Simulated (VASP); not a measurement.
Crystal: Zn.

```
CELL_PARAMETERS angstrom
-1.56904 1.56904 1.56904
1.56904 -1.56904 1.56904
1.56904 1.56904 -1.56904
ATOMIC_POSITIONS crystal
Zn 0.00000 0.00000 0.00000
```

- Program: VASP 6.6.1
- Task: relaxation of cell and atoms
- Functional: RPBE
- Dispersion: D3(BJ)
- Potentials or basis: VASP PAW PBE potentials, release 64 (Zn)
- Cutoff: 600 eV
- k mesh: 12 × 12 × 12
- Occupations: fermi-dirac, width 0.05 eV
- Spin: no spin polarisation

At the start: pressure -21.0 GPa; volume 15.45 Å³/atom.

How do energy, volume and symmetry change on relaxing?

Over 3 steps the energy falls by 283.1 meV/atom and the volume is 12.09 Å³/atom (-21.7 %); space group Im-3m (No. 229, to 0.05 Å).

The path:
```tsv
step	energy change (eV)	largest force (eV/Å)	pressure (GPa)	volume (Å³)
1	0.0000	0.0000	-20.99	15.45
2	-0.2582	0.0000	11.83	11.35
3	-0.2831	0.0000	-0.03	12.09
```

Final structure:
```yaml
crystal:
  lattice:
    - [-1.44602, 1.44602, 1.44602]
    - [1.44602, -1.44602, 1.44602]
    - [1.44602, 1.44602, -1.44602]
  atoms:
    - { symbol: Zn, position: [0.00000, 0.00000, 0.00000] }
```

Caveat: the volume moved by over 15 % at a fixed basis, so the end points are rough; the PAW data sets were made with another functional, which shifts forces and pressure a little; pairwise dispersion overbinds metals, which lowers pressure and volume.
